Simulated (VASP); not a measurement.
# Ca (Fm-3m) in VASP: notebook

Ca is run at these levels: HSE06; tasks: single point.

All numbers are computed with VASP 6.6.1; they aren't measurements. Logs are shortened: lines on timing, memory, paths and dates and some standing lists are left out, and cuts for length are marked.

### 1 The cell of the first run

It takes space group Fm-3m (No. 225, cubic). Conventional cell: a = 5.369 Å, b = 5.369 Å, c = 5.369 Å, α = 90.00°, β = 90.00°, γ = 90.00°. Within 5.0 Å of Ca (site symmetry m-3m) lie 12 Ca at 3.80 Å.

### 2 Single point, HSE06

Input file POSCAR:

```
Ca
1.0
    0.0000000000      2.6843451604      2.6843451604
    2.6843451604      0.0000000000      2.6843451604
    2.6843451604      2.6843451604      0.0000000000
Ca
1
Direct
    0.0000000000      0.0000000000      0.0000000000
```

Input file INCAR.step1:

```
ALGO = Normal
EDIFF = 1E-5
ENCUT = 520
GGA = PE
ISIF = 2
ISMEAR = -1
LASPH = True
LCHARG = False
LREAL = False
LWAVE = True
NBANDS = 11
NELM = 60
PREC = Accurate
SIGMA = 0.1
```

Input file INCAR.step2:

```
ALGO = Normal
EDIFF = 1E-7
ENCUT = 520
GGA = PE
HFSCREEN = 0.2079
ISIF = 2
ISMEAR = -1
ISTART = 1
LASPH = True
LCHARG = False
LHFCALC = True
LREAL = False
LWAVE = False
NBANDS = 11
NELM = 60
PREC = Accurate
PRECFOCK = Normal
SIGMA = 0.1
```

Input file KPOINTS:

```
k-points
0
Gamma
  6 6 6
```

Potentials or basis: VASP PAW PBE potentials, release 64 (Ca_sv).

Started as:

```console
> cat potpaw_PBE.64/Ca_sv/POTCAR > POTCAR
> cp INCAR.step1 INCAR
> mpirun -np 1 vasp_std > vasp.out
> cp INCAR.step2 INCAR
> mpirun -np 1 vasp_std > vasp.out
```

OUTCAR:

```text
EDIFF = 1E-7
   ENCUT = 520
   GGA = PE
   HFSCREEN = 0.2079
   ISIF = 2
   ISMEAR = -1
   ISTART = 1
   LASPH = True
   LHFCALC = True
   LREAL = False
   NELM = 60
   PREC = Accurate
   PRECFOCK = Normal

 ion  position               nearest neighbor table
   1  0.000  0.000  0.000-

  LATTYP: Found a face centered cubic cell.
 ALAT       =     5.3686903208

  Lattice vectors:

 A1 = (   0.0000000000,   2.6843451604,   2.6843451604)
 A2 = (   2.6843451604,   0.0000000000,   2.6843451604)
 A3 = (   2.6843451604,   2.6843451604,   0.0000000000)

Analysis of symmetry for initial positions (statically):
=====================================================================
 Subroutine PRICEL returns:
 Original cell was already a primitive cell.

 Routine SETGRP: Setting up the symmetry group for a
 face centered cubic supercell.

 Subroutine GETGRP returns: Found 48 space group operations
 (whereof 48 operations were pure point group operations)
 out of a pool of 48 trial point group operations.

The static configuration has the point symmetry O_h .

Analysis of symmetry for dynamics (positions and initial velocities):
=====================================================================
 Subroutine PRICEL returns:
 Original cell was already a primitive cell.

 Routine SETGRP: Setting up the symmetry group for a
 face centered cubic supercell.

 Subroutine GETGRP returns: Found 48 space group operations
 (whereof 48 operations were pure point group operations)
 out of a pool of 48 trial point group operations.

The dynamic configuration has the point symmetry O_h .

 Subroutine INISYM returns: Found 48 space group operations
 (whereof 48 operations are pure point group operations),
 and found     1 'primitive' translations

----------------------------------------------------------------------------------------

                                     Primitive cell

  volume of cell :      38.6852

  direct lattice vectors                    reciprocal lattice vectors
     0.000000000  2.684345160  2.684345160    -0.186265167  0.186265167  0.186265167
     2.684345160  0.000000000  2.684345160     0.186265167 -0.186265167  0.186265167
     2.684345160  2.684345160  0.000000000     0.186265167  0.186265167 -0.186265167

  length of vectors
     3.796237332  3.796237332  3.796237332     0.322620733  0.322620733  0.322620733

  position of ions in fractional coordinates (direct lattice)
     0.000000000  0.000000000  0.000000000

  ion indices of the primitive-cell ions
   primitive index   ion index
                 1           1

----------------------------------------------------------------------------------------

 KPOINTS: k-points

Automatic generation of k-mesh.
 Grid dimensions read from file:
 generate k-points for:    6    6    6

 Generating k-lattice:

  Cartesian coordinates                     Fractional coordinates (reciprocal lattice)
    -0.031044195  0.031044195  0.031044195     0.166666667  0.000000000  0.000000000
     0.031044195 -0.031044195  0.031044195     0.000000000  0.166666667  0.000000000
     0.031044195  0.031044195 -0.031044195     0.000000000  0.000000000  0.166666667

  Length of vectors
     0.053770122  0.053770122  0.053770122

  Shift w.r.t. Gamma in fractional coordinates (k-lattice)
     0.000000000  0.000000000  0.000000000

 Subroutine IBZKPT returns following result:
 ===========================================

 Found     16 irreducible k-points:

 Following reciprocal coordinates:
            Coordinates               Weight
  0.000000  0.000000  0.000000      1.000000
  0.166667  0.000000  0.000000      8.000000
  0.333333  0.000000  0.000000      8.000000
  0.500000  0.000000  0.000000      4.000000
  0.166667  0.166667  0.000000      6.000000
  0.333333  0.166667  0.000000     24.000000
[... 8 lines left out ...]
 -0.333333  0.333333  0.166667     24.000000
 -0.333333  0.500000  0.166667     12.000000
   k-points           NKPTS =     16   k-points in BZ     NKDIM =    216   number of bands    NBANDS=     11
   number of dos      NEDOS =    301   number of ions     NIONS =      1
   total plane-waves  NPLWV =  21952
   dimension x,y,z NGX =    28 NGY =   28 NGZ =   28
   dimension x,y,z NGXF=    56 NGYF=   56 NGZF=   56
   ions per type =               1
   NGX,Y,Z   is equivalent  to a cutoff of  12.26, 12.26, 12.26 a.u.
   NGXF,Y,Z  is equivalent  to a cutoff of  24.52, 24.52, 24.52 a.u.
 SYSTEM =  unknown system
   PREC   = accura    normal or accurate (medium, high low for compatibility)
   ISTART =      1    job   : 0-new  1-cont  2-samecut
   ICHARG =      0    charge: 1-file 2-atom 10-const
   ISPIN  =      1    spin polarized calculation?
   LNONCOLLINEAR =      F non collinear calculations
   LSORBIT =      F    spin-orbit coupling
   LASPH  =      T    aspherical Exc in radial PAW
   ENCUT  =  520.0 eV  38.22 Ry    6.18 a.u.   7.06  7.06  7.06*2*pi/ulx,y,z
   NELM   =     60;   NELMIN=  2; NELMDL=  0     # of ELM steps
   EDIFF  = 0.1E-06   stopping-criterion for ELM
   LREAL  =      F    real-space projection
   EDIFFG = 0.1E-05   stopping-criterion for IOM
   NSW    =      0    number of steps for IOM
   IBRION =     -1    ionic relax: 0-MD 1-quasi-New 2-CG
   NFREE  =      0    steps in history (QN), initial steepest desc. (CG)
   ISIF   =      2    stress and relaxation
   ISYM   =      3    0-nonsym 1-usesym 2-fastsym
   POTIM  = 0.5000    time-step for ionic-motion
   TEBEG  =    0.0;   TEEND  =   0.0 temperature during run
   PSTRESS=    0.0 pullay stress
   NELECT =      10.0000    total number of electrons
   NUPDOWN=      -1.0000    fix difference up-down
   EMIN   =  10.00;   EMAX   =-10.00  energy-range for DOS
   EFERMI =   0.00;   METHOD = LEGACY
   ISMEAR =    -1;   SIGMA  =   0.10  broadening in eV -4-tet -1-fermi 0-gaus
   EFERMI_NEDOS =   21; number of points for ismear=-14 and -15
   IALGO  =     38    algorithm
   IMIX   =      1    mixing-type and parameters
     AMIX     =   0.40;   BMIX     =  1.00
     AMIX_MAG =   1.60;   BMIX_MAG =  1.00
  volume/ion in A,a.u.               =      38.69       261.06
  Fermi-wavevector in a.u.,A,eV,Ry     =   1.042861  1.970722 14.797143  1.087559
  Thomas-Fermi vector in A             =   2.177545
   LORBIT       =      0    0 simple, 1 ext, 2 COOP (PROOUT), +10 PAW based schemes
   GGA     = PE    functional components
   LHFCALC =     T    Hartree Fock is set to
   PRECFOCK=normal    Normal, Fast or Accurate (Low or Medium for compatibility)
   ENCUT4O =  -1.0   cutoff for four orbital integrals eV
   NKREDX  =     1    reduce k-point grid by
   NKREDY  =     1    reduce k-point grid by
   NKREDZ  =     1    reduce k-point grid by
   AEXX    =    0.2500 exact exchange contribution
   HFSCREEN=    0.2079 screening length (either q_TF or 0.3 A-1)
   HFSCREENC=   0.2079 screening length for correlation (either q_TF or 0.3 A-1)
   ENCUTFOCK=  -1.0 apply spherical cutoff to Coloumb kernel
   IVDW    =     0    specifies the selected vdW correction
   LEPSILON=     F    determine dielectric tensor
   LRPA    =     F    only Hartree local field effects (RPA)
 non-spin polarized calculation
  energy-cutoff  :      520.00
  volume of cell :       38.69
 maximum number of plane-waves:      1056
  NGX = 24; NGY = 24; NGZ = 24

 number of electron      10.0000002 magnetization

 Free energy of the ion-electron system (eV)
  ---------------------------------------------------
  ext. energy  EPLUGINS =         0.00000000
  ---------------------------------------------------
  free energy    TOTEN  =        -1.78936432 eV

  energy without entropy =       -1.75352903  energy(sigma->0) =       -1.77144667

 E-fermi :   2.4869     XC(G=0):  -6.7250

 val. band max:        2.3868240618   @ k =  -0.3333   0.5000   0.1667
 cond. band min:       2.6664943957   @ k =   0.5000   0.1667   0.0000
 fundamental gap:      0.2796703338
 Fermi energy:         2.4869366692

 k-point     1 :       0.0000    0.0000    0.0000
  band No.  band energies     occupation
      1     -43.0930      2.00000
      2     -22.5011      2.00000
      3     -22.5011      2.00000
      4     -22.5011      2.00000
      5      -2.6485      2.00000
      6       5.7414      0.00000
      7       5.7414      0.00000
      8       5.7414      0.00000
      9       7.0805      0.00000
     10       7.0805      0.00000
     11      12.4373      0.00000

 k-point     2 :       0.1667    0.0000    0.0000
  band No.  band energies     occupation
      1     -43.0877      2.00000
      2     -22.5529      2.00000
      3     -22.5076      2.00000
      4     -22.5076      2.00000
      5      -2.0621      2.00000
      6       5.0944      0.00000
      7       5.8953      0.00000
      8       5.8953      0.00000
      9       6.9459      0.00000
     10       6.9459      0.00000
     11      12.4496      0.00000

 k-point     3 :       0.3333    0.0000    0.0000
  band No.  band energies     occupation
      1     -43.0771      2.00000
      2     -22.6536      2.00000
      3     -22.5207      2.00000
      4     -22.5207      2.00000
      5      -0.4584      2.00000
      6       3.7003      0.00001
      7       5.7347      0.00000
      8       5.7347      0.00000
      9       7.4220      0.00000
     10       7.4220      0.00000
     11      10.1196      0.00000
[... 155 lines left out ...]
 k-point    15 :      -0.3333    0.3333    0.1667
  band No.  band energies     occupation
      1     -43.0669      2.00000
      2     -22.6543      2.00000
      3     -22.6030      2.00000
      4     -22.5556      2.00000
      5       2.3636      1.54864
      6       2.7379      0.15039
      7       4.0545      0.00000
      8       6.1082      0.00000
      9       7.6735      0.00000
     10       8.5746      0.00000
     11       8.7039      0.00000

 k-point    16 :      -0.3333    0.5000    0.1667
  band No.  band energies     occupation
      1     -43.0652      2.00000
      2     -22.6561      2.00000
      3     -22.5997      2.00000
      4     -22.5742      2.00000
      5       2.3868      1.46256
      6       3.4667      0.00011
      7       3.5029      0.00008
      8       6.2858      0.00000
      9       8.2128      0.00000
     10       8.6110      0.00000
     11       9.0654      0.00000

------------------------ aborting loop because EDIFF is reached ----------------------------------------

  FORCE on cell =-STRESS in cart. coord.  units (eV):
  Direction    XX          YY          ZZ          XY          YZ          ZX
  --------------------------------------------------------------------------------------
  -------------------------------------------------------------------------------------
  Total        0.5955405      0.5955405      0.5955405     -0.0000000      0.0000000      0.0000000
  in kB       24.6647544     24.6647544     24.6647544     -0.0000000      0.0000000      0.0000000
  external PRESSURE =      24.6647544 kB  Pullay stress =       0.0000000 kB

 VOLUME and BASIS-vectors are now :
 -----------------------------------------------------------------------------
  energy-cutoff  :      520.00
  volume of cell :       38.69
      direct lattice vectors                 reciprocal lattice vectors
     0.000000000  2.684345160  2.684345160    -0.186265167  0.186265167  0.186265167
     2.684345160  0.000000000  2.684345160     0.186265167 -0.186265167  0.186265167
     2.684345160  2.684345160  0.000000000     0.186265167  0.186265167 -0.186265167

 POSITION                                       TOTAL-FORCE (eV/Angst)
 -----------------------------------------------------------------------------------
      0.00000      0.00000      0.00000         0.000000      0.000000      0.000000
 -----------------------------------------------------------------------------------
    total drift:                                0.000000      0.000000      0.000000

  FREE ENERGIE OF THE ION-ELECTRON SYSTEM (eV)
  ---------------------------------------------------
  free  energy   TOTEN  =        -1.7893643178 eV

  energy  without entropy=       -1.7535290299  energy(sigma->0) =       -1.77144667
```

Run time: 18 min. Hardware: 1 thread of Intel Xeon Platinum 8488C (Sapphire Rapids), shared host; peak memory 0.27 GiB.

Results:

```yaml
Free_energy: -1.7894 eV
Pressure: 2.5 GPa
Band_gap_on_the_k_mesh: zero (bands 5 and 6 overlap by 0.32 eV)
```

Caveat: the PAW data sets were made with another functional, which shifts forces and pressure a little.

(Part 1 of 3 ends here.)

The gap in the log of VASP goes by the Fermi energy; the results here count the filled bands.